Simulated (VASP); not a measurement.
The system is SnTe.

```
CELL_PARAMETERS angstrom
2.20303 1.27192 3.86967
-2.20303 1.27192 3.86967
0.00000 -2.54384 3.86967
ATOMIC_POSITIONS crystal
Sn 0.99222 0.99222 0.99222
Te 0.52878 0.52878 0.52878
```

- Program: VASP 6.6.1
- Task: relaxation of cell and atoms
- Functional: PBE
- Potentials or basis: VASP PAW PBE potentials, release 64 (Sn_d, Te)
- Cutoff: 600 eV
- k mesh: 6 × 6 × 6
- Occupations: fermi-dirac, width 0.02 eV
- Spin: no spin polarisation

At the start: pressure 2.7 GPa; volume 32.53 Å³/atom.

How do energy, volume and symmetry change on relaxing?

Over 12 steps the energy falls by 30.6 meV/atom and the volume is 33.35 Å³/atom (+2.5 %); space group R3m (No. 160, to 0.05 Å).

Step by step:
| step | energy change (eV) | largest force (eV/Å) | pressure (GPa) | volume (Å³) |
| --- | --- | --- | --- | --- |
| 1 | 0.0000 | 0.5310 | 2.75 | 65.06 |
| 2 | -0.0414 | 0.0645 | -0.97 | 70.45 |
| 3 | -0.0448 | 0.1541 | -0.28 | 69.21 |
| 4 | -0.0482 | 0.1353 | -0.20 | 68.84 |
| 5 | -0.0557 | 0.0894 | 0.00 | 67.73 |
| 6 | -0.0585 | 0.0337 | 0.73 | 65.51 |
| 7 | -0.0595 | 0.0504 | 0.45 | 66.26 |
| 8 | -0.0609 | 0.0094 | -0.20 | 67.08 |
| 9 | -0.0610 | 0.0045 | -0.05 | 66.87 |
| 10 | -0.0610 | 0.0031 | -0.07 | 66.89 |
| 11 | -0.0611 | 0.0024 | -0.05 | 66.80 |
| 12 | -0.0611 | 0.0018 | -0.01 | 66.70 |

Final structure:
```xyz
2
Lattice="2.2626 1.3063 3.7614 -2.2626 1.3063 3.7614 0.0000 -2.6126 3.7614" Properties=species:S:1:pos:R:3 pbc="T T T"
Sn    0.0000    0.0000    0.0089
Te    0.0000    0.0000    5.8702
```
